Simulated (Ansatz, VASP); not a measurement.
**One calculation of Ti, two programs**

Contents of INCAR:

```
SYSTEM = Ti
PREC = Accurate
ENCUT = 520
EDIFF = 1E-6
ISMEAR = 0
SIGMA = 0.15
LREAL = .FALSE.
LASPH = .TRUE.
NELM = 60
ALGO = Fast
ISIF = 2
LWAVE = .FALSE.
LCHARG = .TRUE.
GGA = PE
LELF = .TRUE.
LVHAR = .TRUE.
NBANDS = 12
```

Contents of KPOINTS:

```
regular mesh
0
G
  22 22 22
  0 0 0
```

POSCAR

```
Ti
1.0
   -1.6153075168      1.6153075168      1.7406553801
    1.6153075168     -1.6153075168      1.7406553801
    1.6153075168      1.6153075168     -1.7406553801
Ti
1
Direct
    0.0000000000      0.0000000000      0.0000000000
```

Input for Ansatz:

```yaml
crystal:
  lattice:
    - [-1.6153075168, 1.6153075168, 1.7406553801]
    - [1.6153075168, -1.6153075168, 1.7406553801]
    - [1.6153075168, 1.6153075168, -1.7406553801]
  atoms:
    - { symbol: Ti, position: [0.0, 0.0, 0.0] }
basis:
  ecutwfc: 520.0
kpoints:
  mp_grid: { grid: [22, 22, 22] }
hamiltonian:
  xc: pbe
  pseudopotentials: { kind: paw, azcp: { folder: soft_1 } }
scf:
  occupations: { method: gaussian, width: 0.15 }
output:
  forces: true
  stress: true
  eigenvalues: true
```

Alike in both runs: task single point; functional PBE; k mesh 22 × 22 × 22; occupations gaussian, width 0.15 eV; no spin polarisation.

```csv
,VASP,Ansatz
version,VASP 6.6.1,Ansatz 0.2.0
potentials or method,"VASP PAW PBE potentials, release 64 (Ti_sv), cutoff 520 eV","scalar-relativistic, plane waves, PAW"
valence electrons in the cell,12,12
```

Ansatz gave:

```
gap on the k mesh at the Fermi level (eV)                     : none
pressure (GPa)                                                : -4.8
traceless stress, the component that is largest in VASP (GPa) : 1.13
```

Question: Estimate VASP's values.

Answer: gap on the k mesh at the Fermi level (eV): none; pressure (GPa): -5.0; traceless stress, the component that is largest in VASP (GPa): 1.13.

A gap of «none» marks a metal or a gap that the smearing closes.
